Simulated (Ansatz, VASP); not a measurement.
One calculation of YHf2O2, two programs

Contents of INCAR:

```
SYSTEM = YHf2O2
PREC = Accurate ; ENCUT = 600
EDIFF = 1E-6 ; ISMEAR = 0
SIGMA = 0.1 ; LREAL = .FALSE.
LASPH = .TRUE. ; NELM = 60
ALGO = Normal ; ISIF = 3
LWAVE = .FALSE. ; LCHARG = .FALSE.
GGA = PE ; IBRION = 2
NSW = 90 ; EDIFFG = -0.04
```

KPOINTS

```
Automatic mesh
0
G
  6 6 4
  0 0 0
```

The input POSCAR:

```
YHf2O2
1.0
    4.1498902100      0.0000000000      0.0000000000
   -2.0749451100      3.5939103500      0.0000000000
    0.0000000000      0.0000000000      6.7756270500
Y Hf O
1 2 2
Direct
    0.0000000000      0.0000000000      0.0000000000
    0.6666666700      0.3333333300      0.6304727800
    0.3333333300      0.6666666700      0.3695272200
    0.6666666700      0.3333333300      0.2489787000
    0.3333333300      0.6666666700      0.7510213000
```

Input for Ansatz:

```yaml
crystal:
  lattice:
    - [4.14989021, 0.0, 0.0]
    - [-2.07494511, 3.59391035, 0.0]
    - [0.0, 0.0, 6.77562705]
  atoms:
    - { symbol: "Y", position: [0.0, 0.0, 0.0] }
    - { symbol: Hf, position: [0.66666667, 0.33333333, 0.63047278] }
    - { symbol: Hf, position: [0.33333333, 0.66666667, 0.36952722] }
    - { symbol: O, position: [0.66666667, 0.33333333, 0.2489787] }
    - { symbol: O, position: [0.33333333, 0.66666667, 0.7510213] }
basis:
  ecutwfc: 420
kpoints:
  mp_grid: { grid: [6, 6, 4] }
hamiltonian:
  xc: pbe
scf:
  occupations: { method: gaussian, width: 0.1 }
  lower_state_search: "off"
output:
  forces: true
  stress: true
  eigenvalues: true
relax:
  adjacent_minimum: "off"
  f_tol: 0.04
  max_steps: 70
  cell: { stress_tol: 0.4 }
```

Change from the starting cell: species swapped into the EuMg2Bi2 type (P-3m1, No. 164).

Alike in both runs: task relaxation of cell and atoms; functional PBE; k mesh 6 × 6 × 4; occupations gaussian, width 0.1 eV; no spin polarisation.

|  | VASP | Ansatz |
| --- | --- | --- |
| version | VASP 6.6.1 | Ansatz 0.2.0 |
| potentials or method | VASP PAW PBE potentials, release 64 (Y_sv, Hf_pv, O), cutoff 600 eV | scalar-relativistic, plane waves, PAW |
| valence electrons in the cell | 43 | 75 |

|  | VASP | Ansatz | Ansatz less VASP |
| --- | --- | --- | --- |
| gap on the k mesh at the Fermi level, each at its own relaxed structure (eV) | none | none | - |
| relaxed volume (Å³/atom) | 14.87 | 14.98 | +0.113 |
| relaxed cell length with the largest relative difference (Å) | 3.249 | 3.258 | +0.0086 |

A gap of «none» marks a metal or a gap that the smearing closes. VASP's potentials hold 43 valence electrons a cell and Ansatz's 75, so a difference there can come from the potentials and not from the codes.

Neither program's run includes spin-orbit coupling. Noted on VASP's run: the volume moved by over 15 % at a fixed basis, so the end points are rough.
